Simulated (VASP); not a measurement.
The system is NbAs.

```
Nb As
1.0
     0.00000    2.90678    2.90678
     2.90678    0.00000    2.90678
     2.90678    2.90678    0.00000
Nb As
1 1
Direct
  0.00000 0.00000 0.00000
  0.25000 0.25000 0.25000
```

Base run:

* Program: VASP 6.6.1
* Functional: PBE
* Potentials or basis: VASP PAW PBE potentials, release 64 (Nb_sv, As)
* Cutoff: 500 eV
* k mesh: 12 × 12 × 12
* Occupations: gaussian, width 0.1 eV
* Spin: collinear spin
* Starting moments: [0.37, -0.01] μB
* Fixed moment: 0.5 μB

Its results: pressure 0.5 GPa; site moments Nb +0.40; As -0.02 μB.

**Question.** After a change of settings the same cell gave: pressure 1.0 GPa; site moments Nb +0.60; As -0.02 μB. Which change was it?
A. fixed moment from 0.5 μB to 1.75 μB; moments at the start from [0.37, -0.01] to [1.2, -0.04]
B. fixed moment from 0.5 μB to 0.75 μB; moments at the start from [0.37, -0.01] to [0.56, -0.02]
C. fixed moment from 0.5 μB to none; moments at the start from [0.37, -0.01] to [2.5, 0.0]
D. fixed moment from 0.5 μB to 2 μB; moments at the start from [0.37, -0.01] to [1.35, -0.05]

**Answer.** B.

Caveats: the total moment is fixed, so each spin has its own Fermi level.
